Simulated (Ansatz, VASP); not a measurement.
**One calculation of IrRh2, two programs**

```xyz
6
Lattice="2.7319 0.0000 0.0000 -1.3659 2.3659 0.0000 0.0000 0.0000 13.2235" Properties=species:S:1:pos:R:3 pbc="T T T"
Ir    0.0000    1.5772    3.3059
Ir    1.3659    0.7886    9.9176
Rh    0.0000    1.5772   12.1123
Rh    0.0000    1.5772    7.7230
Rh    1.3659    0.7886    1.1112
Rh    1.3659    0.7886    5.5005
```

Alike in both runs: functional PBE; k mesh 18 × 18 × 4; occupations gaussian, width 0.1 eV; no spin polarisation.

Ansatz relaxed the structure, and its values are those at the end. VASP's run is a single point on that final structure, the one shown.

```csv
,VASP,Ansatz
version,VASP 6.6.1,Ansatz 0.2.0
potentials or method,"VASP PAW PBE potentials, release 64 (Ir, Rh_pv), cutoff 520 eV","scalar-relativistic, plane waves, PAW"
valence electrons in the cell,78,102
```

Ansatz gave:

* gap on the k mesh at the Fermi level (eV): none
* pressure (GPa): 0.0
* rms of the force components (eV/Å): 0.000

Task: What did VASP give for the same quantities?

Result: gap on the k mesh at the Fermi level (eV): none; pressure (GPa): 0.2; rms of the force components (eV/Å): 0.011.

A gap of «none» marks a metal or a gap that the smearing closes. VASP's potentials hold 78 valence electrons a cell and Ansatz's 102, so a difference there can come from the potentials and not from the codes.

Neither program's run includes spin-orbit coupling.
